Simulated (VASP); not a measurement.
# Au (P6_3/mmc) in VASP: electric field gradients with PBEsol

Aim: the electric field gradients of Au with PBEsol.

Everything below comes from runs of VASP 6.6.1. Logs are shortened: lines on timing, memory, paths and dates and some standing lists are left out, and cuts for length are marked.

### 1 The cell of the first run

Symmetry: P6_3/mmc, No. 194, hexagonal system. Conventional cell: a = 2.900 Å, b = 2.900 Å, c = 4.880 Å, α = 90.00°, β = 90.00°, γ = 120.00°. Within 3.8 Å of Au (site symmetry -6m2) lie 12 Au at 2.90 to 2.96 Å.

This isn't the form of Au at room conditions, which is fcc.

### 2 Electric field gradients, PBEsol, non-collinear spin, zero start, spin-orbit coupling

INCAR

```
SYSTEM = Au
ALGO     = Normal         ! electronic algorithm
EDIFF    = 1E-8           ! SCF threshold, eV
ENCUT    = 400            ! plane-wave cutoff, eV
GGA      = PS             ! functional
GGA_COMPAT= .False.      
ISIF     = 2              ! what is computed and relaxed
ISMEAR   = -1             ! smearing method
KPAR     = 4            
LASPH    = .True.         ! aspherical terms in the spheres
LCHARG   = .False.        ! write CHGCAR
LEFG     = .True.       
LMAXMIX  = 4              ! l up to which the mixer works
LORBIT   = 11             ! projections on sites
LORBMOM  = .True.       
LREAL    = .False.        ! projectors in reciprocal space
LSORBIT  = .True.         ! spin-orbit coupling
LWAVE    = .False.        ! write WAVECAR
MAGMOM   = 0 0 0 0 0 0    ! initial moments
NBANDS   = 34             ! bands
NELM     = 200            ! most SCF steps
PREC     = Accurate       ! precision mode
SIGMA    = 0.03           ! smearing width, eV
```

KPOINTS

```
k-points
0
Gamma
  21 21 12
  0 0 0
```

POSCAR

```
Au
1.0
    2.8999984104      0.0000000000      0.0000000000
   -1.4499992052      2.5114722944      0.0000000000
    0.0000000000      0.0000000000      4.8800000000
Au
2
Direct
    0.3333333333      0.6666666667      0.7500000000
    0.6666666667      0.3333333333      0.2500000000
```

Potentials or basis: VASP PAW PBE potentials, release 64 (Au).

Launch:

```console
$ cat potpaw_PBE.64/Au/POTCAR > POTCAR
$ mpirun -np 4 vasp_ncl > vasp.out
```

OUTCAR:

```text
SYSTEM = Au
   EDIFF = 1E-8
   ENCUT = 400
   GGA = PS
   ISIF = 2
   ISMEAR = -1
   LASPH = .True.
   LORBIT = 11
   LREAL = .False.
   LSORBIT = .True.
   NELM = 200
   PREC = Accurate

 ion  position               nearest neighbor table
   1  0.333  0.667  0.750-   2 2.96   2 2.96   2 2.96   2 2.96   2 2.96   2 2.96
   2  0.667  0.333  0.250-   1 2.96   1 2.96   1 2.96   1 2.96   1 2.96   1 2.96

  LATTYP: Found a hexagonal cell.
 ALAT       =     2.8999984104
 C/A-ratio  =     1.6827595431

  Lattice vectors:

 A1 = (   2.8999984104,   0.0000000000,   0.0000000000)
 A2 = (  -1.4499992052,   2.5114722944,   0.0000000000)
 A3 = (   0.0000000000,   0.0000000000,   4.8800000000)

Analysis of symmetry for initial positions (statically):
=====================================================================
 Subroutine PRICEL returns:
 Original cell was already a primitive cell.

 Routine SETGRP: Setting up the symmetry group for a
 hexagonal supercell.

 Subroutine GETGRP returns: Found 24 space group operations
 (whereof 12 operations were pure point group operations)
 out of a pool of 24 trial point group operations.

The static configuration has the point symmetry D_3d.
 The point group associated with its full space group is D_6h.

Analysis of symmetry for dynamics (positions and initial velocities):
=====================================================================
 Subroutine PRICEL returns:
 Original cell was already a primitive cell.

 Routine SETGRP: Setting up the symmetry group for a
 hexagonal supercell.

 Subroutine GETGRP returns: Found 24 space group operations
 (whereof 12 operations were pure point group operations)
 out of a pool of 24 trial point group operations.

The dynamic configuration has the point symmetry D_3d.
 The point group associated with its full space group is D_6h.

Analysis of structural, dynamic, and magnetic symmetry:
=====================================================================
 Subroutine PRICEL returns:
 Original cell was already a primitive cell.

 Routine SETGRP: Setting up the symmetry group for a
 hexagonal supercell.

 Subroutine GETGRP returns: Found 24 space group operations
 (whereof 12 operations were pure point group operations)
 out of a pool of 24 trial point group operations.

The overall configuration has the point symmetry D_3d.
 The point group associated with its full space group is D_6h.

 Subroutine INISYM returns: Found 24 space group operations
 (whereof 12 operations are pure point group operations),
 and found     1 'primitive' translations

----------------------------------------------------------------------------------------

                                     Primitive cell

  volume of cell :      35.5423

  direct lattice vectors                    reciprocal lattice vectors
     2.899998410  0.000000000  0.000000000     0.344827775  0.199086409  0.000000000
    -1.449999205  2.511472294  0.000000000     0.000000000  0.398172818  0.000000000
     0.000000000  0.000000000  4.880000000     0.000000000  0.000000000  0.204918033

  length of vectors
     2.899998410  2.899998410  4.880000000     0.398172818  0.398172818  0.204918033

  position of ions in fractional coordinates (direct lattice)
     0.333333333  0.666666667  0.750000000
     0.666666667  0.333333333  0.250000000

  ion indices of the primitive-cell ions
   primitive index   ion index
                 1           1
                 2           2

----------------------------------------------------------------------------------------

 KPOINTS: k-points

[... 1021 lines left out ...]
  Total       -1.7454409     -1.7454409     -1.7229912      0.0000000     -0.0000000      0.0000000
  in kB      -78.6809779    -78.6809779    -77.6689924      0.0000000     -0.0000000      0.0000000
  external PRESSURE =     -78.3436494 kB  Pullay stress =       0.0000000 kB

 VOLUME and BASIS-vectors are now :
 -----------------------------------------------------------------------------
  energy-cutoff  :      400.00
  volume of cell :       35.54
      direct lattice vectors                 reciprocal lattice vectors
     2.899998410  0.000000000  0.000000000     0.344827775  0.199086409  0.000000000
    -1.449999205  2.511472294  0.000000000     0.000000000  0.398172818  0.000000000
     0.000000000  0.000000000  4.880000000     0.000000000  0.000000000  0.204918033

 POSITION                                       TOTAL-FORCE (eV/Angst)
 -----------------------------------------------------------------------------------
     -0.00000      1.67431      3.66000        -0.000000     -0.000000      0.000000
      1.45000      0.83716      1.22000         0.000000      0.000000     -0.000000
 -----------------------------------------------------------------------------------
    total drift:                                0.000000      0.000000     -0.000000

  FREE ENERGIE OF THE ION-ELECTRON SYSTEM (eV)
  ---------------------------------------------------
  free  energy   TOTEN  =        -8.3849507715 eV

  energy  without entropy=       -8.3835341024  energy(sigma->0) =       -8.38424244

 Electric field gradients (V/A^2)
---------------------------------------------------------------------
 ion       V_xx      V_yy      V_zz      V_xy      V_xz      V_yz
---------------------------------------------------------------------
   1     -13.186   -13.187    26.373    -0.000    -0.000    -0.000
   2     -13.186   -13.187    26.373    -0.000     0.000     0.000
---------------------------------------------------------------------

 Electric field gradients after diagonalization (V/A^2)
 (convention: |V_zz| > |V_xx| > |V_yy|)
----------------------------------------------------------------------
 ion       V_xx      V_yy      V_zz     asymmetry (V_yy - V_xx)/ V_zz
----------------------------------------------------------------------
   1     -13.187   -13.186    26.373       0.000
   2     -13.187   -13.186    26.373       0.000
----------------------------------------------------------------------

           NMR quadrupolar parameters

 Cq : quadrupolar parameter    Cq=e*Q*V_zz/h
 eta: asymmetry parameters     (V_yy - V_xx)/ V_zz
 Q  : nuclear electric quadrupole moment in mb (millibarn)
----------------------------------------------------------------------
 ion       Cq(MHz)       eta       Q (mb)
----------------------------------------------------------------------
   1       0.064       0.000       1.000
   2       0.064       0.000       1.000
----------------------------------------------------------------------

 orbital moment (x)

 # of ion     p       d       tot
 ----------------------------------------
  1        -0.000  -0.000  -0.000
  2        -0.000   0.000   0.000
 ----------------------------------------
           -0.000  -0.000  -0.000

 orbital moment (y)

 # of ion     p       d       tot
 ----------------------------------------
  1        -0.000  -0.000  -0.000
  2         0.000   0.000   0.000
 ----------------------------------------
           -0.000   0.000   0.000

 orbital moment (z)

 # of ion     p       d       tot
 ----------------------------------------
  1         0.000   0.000   0.000
  2         0.000   0.000   0.000
 ----------------------------------------
            0.000   0.000   0.000

 Spin-Orbit-Coupling matrix elements

 Ion:    1  E_soc:     -0.5816062
 l=   1
     0.0000000    -0.0246511    -0.0254976
    -0.0246511     0.0000000    -0.0246511
    -0.0254976    -0.0246511     0.0000000
 l=   2
     0.0000000    -0.0139849     0.0000000    -0.0139849    -0.0586071
    -0.0139849     0.0000000    -0.0440315    -0.0133937    -0.0139849
     0.0000000    -0.0440315     0.0000000    -0.0440315     0.0000000
    -0.0139849    -0.0133937    -0.0440315     0.0000000    -0.0139849
    -0.0586071    -0.0139849     0.0000000    -0.0139849     0.0000000
 l=   3
     0.0000000     0.0000000     0.0000000     0.0000000     0.0000000     0.0000000     0.0000000
     0.0000000     0.0000000     0.0000000     0.0000000     0.0000000     0.0000000     0.0000000
     0.0000000     0.0000000     0.0000000     0.0000000     0.0000000     0.0000000     0.0000000
     0.0000000     0.0000000     0.0000000     0.0000000     0.0000000     0.0000000     0.0000000
     0.0000000     0.0000000     0.0000000     0.0000000     0.0000000     0.0000000     0.0000000
     0.0000000     0.0000000     0.0000000     0.0000000     0.0000000     0.0000000     0.0000000
     0.0000000     0.0000000     0.0000000     0.0000000     0.0000000     0.0000000     0.0000000

 Ion:    2  E_soc:     -0.5816062
 l=   1
     0.0000000    -0.0246511    -0.0254976
    -0.0246511     0.0000000    -0.0246511
    -0.0254976    -0.0246511     0.0000000
 l=   2
     0.0000000    -0.0139849     0.0000000    -0.0139849    -0.0586071
    -0.0139849     0.0000000    -0.0440315    -0.0133937    -0.0139849
     0.0000000    -0.0440315     0.0000000    -0.0440315     0.0000000
    -0.0139849    -0.0133937    -0.0440315     0.0000000    -0.0139849
    -0.0586071    -0.0139849     0.0000000    -0.0139849     0.0000000
 l=   3
     0.0000000     0.0000000     0.0000000     0.0000000     0.0000000     0.0000000     0.0000000
     0.0000000     0.0000000     0.0000000     0.0000000     0.0000000     0.0000000     0.0000000
     0.0000000     0.0000000     0.0000000     0.0000000     0.0000000     0.0000000     0.0000000
     0.0000000     0.0000000     0.0000000     0.0000000     0.0000000     0.0000000     0.0000000
     0.0000000     0.0000000     0.0000000     0.0000000     0.0000000     0.0000000     0.0000000
     0.0000000     0.0000000     0.0000000     0.0000000     0.0000000     0.0000000     0.0000000
     0.0000000     0.0000000     0.0000000     0.0000000     0.0000000     0.0000000     0.0000000

 total charge

# of ion       s       p       d       tot
------------------------------------------
    1        0.526   0.341   8.720   9.586
    2        0.526   0.341   8.720   9.586
--------------------------------------------------
tot          1.052   0.681  17.439  19.173

 magnetization (x)

# of ion       s       p       d       tot
------------------------------------------
    1        0.000   0.000   0.000   0.000
    2        0.000  -0.000   0.000  -0.000
--------------------------------------------------
tot          0.000   0.000   0.000   0.000

 magnetization (y)

# of ion       s       p       d       tot
------------------------------------------
    1        0.000   0.000   0.000   0.000
    2        0.000   0.000   0.000   0.000
--------------------------------------------------
tot          0.000   0.000   0.000   0.000

 magnetization (z)

# of ion       s       p       d       tot
------------------------------------------
    1        0.000   0.000   0.000   0.000
    2        0.000   0.000   0.000   0.000
--------------------------------------------------
tot          0.000   0.000   0.000   0.000
```

Run time: 3.8 min. Hardware: 4 MPI ranks of Oxide Virtual Turin-like, shared host; peak memory 0.44 GiB.

Results:

```
Free energy                                           : -8.3850 eV
Pressure                                              : -7.8 GPa
Net moment                                            : 0.00 μB per cell
Largest electric field gradient by atom               : Au +26.4 V/Å²
Valence electrons inside the program's atomic spheres : Au 9.59
```

Stress tensor (GPa, compression positive):
```
-7.87  0.00  0.00
 0.00 -7.87  0.00
 0.00  0.00 -7.77
```

Moments on the atoms (μB; x, y, z):
```
Au  0.00 0.00 0.00
Au  0.00 0.00 0.00
```

Electric field gradients, principal values (V/Å²):
```tsv
atom	least	middle	greatest (by size)
1 Au	-13.186	-13.187	26.373
2 Au	-13.186	-13.187	26.373
```

Caveat: the cell stands under tension; without QUAD_EFG the Cq values of the log hold for a quadrupole moment of 1 mb, not for the nuclei; the PAW data sets were made with another functional, which shifts forces and pressure a little.
